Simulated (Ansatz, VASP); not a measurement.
One calculation of PbS, two programs

```
Pb S
1.0
     4.15991    0.00000    0.00000
     0.00000    0.00000   -4.27932
    -2.07995    5.99130    0.00000
Pb S
2 2
Cartesian
  0.0000 1.5645 -1.0698
  2.0800 4.4268 -3.2095
  0.0000 4.2514 -1.0698
  2.0800 1.7399 -3.2095
```

Alike in both runs: task single point; functional r2SCAN; k mesh 8 × 8 × 8; occupations gaussian, width 0.05 eV; no spin polarisation.

|  | VASP | Ansatz |
| --- | --- | --- |
| version | VASP 6.6.1 | Ansatz 0.2.0 |
| potentials or method | VASP PAW PBE potentials, release 64 (Pb_d, S), cutoff 550 eV | scalar-relativistic, plane waves, PAW |
| valence electrons in the cell | 40 | 40 |

|  | VASP | Ansatz | Ansatz less VASP |
| --- | --- | --- | --- |
| gap on the k mesh at the Fermi level (eV) | 1.38 | 1.39 | +0.002 |
| pressure (GPa) | 0.0 | -0.1 | -0.02 |
| traceless stress, the component that is largest in VASP (GPa) | -0.09 | -0.09 | +0.001 |
| rms of the force components (eV/Å) | 0.012 | 0.016 | +0.0045 |

VASP's potentials were made for PBE, not for r2SCAN. Atom by atom the forces differ by 0.005 eV/Å (rms over components).

Spin-orbit coupling is off throughout.
